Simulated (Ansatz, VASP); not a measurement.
## AlCo3 in VASP and in Ansatz

INCAR

```
SYSTEM = AlCo3
  PREC = Accurate
  ENCUT = 520
  EDIFF = 1E-6
  ISMEAR = 1
  SIGMA = 0.2
  LREAL = .FALSE.
  LASPH = .TRUE.
  NELM = 150
  ALGO = Normal
  ISIF = 2
  LWAVE = .FALSE.
  LCHARG = .FALSE.
  ISPIN = 2
  MAGMOM = 0 1.48 1.48 1.48
  LORBIT = 11
  LMAXMIX = 4
  GGA = PS
  NBANDS = 27
```

Contents of KPOINTS:

```
Automatic mesh
0
G
  12 12 12
  0 0 0
```

The input POSCAR:

```
AlCo3
1.0
    3.5749480000      0.0000000000      0.0000000000
    0.0000000000      3.5749480000      0.0000000000
    0.0000000000      0.0000000000      3.5749480000
Al Co
1 3
Direct
    0.0000000000      0.0000000000      0.0000000000
    0.5000000000      0.5000000000      0.0000000000
    0.5000000000      0.0000000000      0.5000000000
    0.0000000000      0.5000000000      0.5000000000
```

Input for Ansatz:

```yaml
crystal:
  lattice:
    - [3.574948, 0.0, 0.0]
    - [0.0, 3.574948, 0.0]
    - [0.0, 0.0, 3.574948]
  atoms:
    - { symbol: Al, position: [0.0, 0.0, 0.0] }
    - { symbol: Co, position: [0.5, 0.5, 0.0], spin: 1.48 }
    - { symbol: Co, position: [0.5, 0.0, 0.5], spin: 1.48 }
    - { symbol: Co, position: [0.0, 0.5, 0.5], spin: 1.48 }
basis:
  ecutwfc: 420
kpoints:
  mp_grid: { grid: [12, 12, 12] }
hamiltonian:
  xc: pbesol
scf:
  occupations: { method: cold, width: 0.2 }
output:
  forces: true
  stress: true
  eigenvalues: true
  populations: true
magnetization:
  spin_polarized: true
```

Alike in both runs: task single point; functional PBEsol; k mesh 12 × 12 × 12; collinear spin.

```csv
,VASP,Ansatz
version,VASP 6.6.1,Ansatz 0.2.0
potentials or method,"VASP PAW PBE potentials, release 64 (Al, Co), cutoff 520 eV","scalar-relativistic, plane waves, PAW"
occupations,"methfessel-paxton of order 1, width 0.2 eV","cold, width 0.2 eV"
valence electrons in the cell,30,54
```

```tsv
	VASP	Ansatz	Ansatz less VASP
gap on the k mesh at the Fermi level (eV)	none	none	-
pressure (GPa)	-7.7	-7.3	+0.39
net moment per atom (μB)	0.97	0.98	+0.018
size of the moment on the site where the two differ most (μB)	1.32	1.37	+0.045
```

VASP's potentials were made for PBE, not for PBEsol. Site moments also hang on the region over which each program counts them. A gap of «none» marks a metal or a gap that the smearing closes. VASP's potentials hold 30 valence electrons a cell and Ansatz's 54, so a difference there can come from the potentials and not from the codes. Ansatz's warnings: stability check not made.
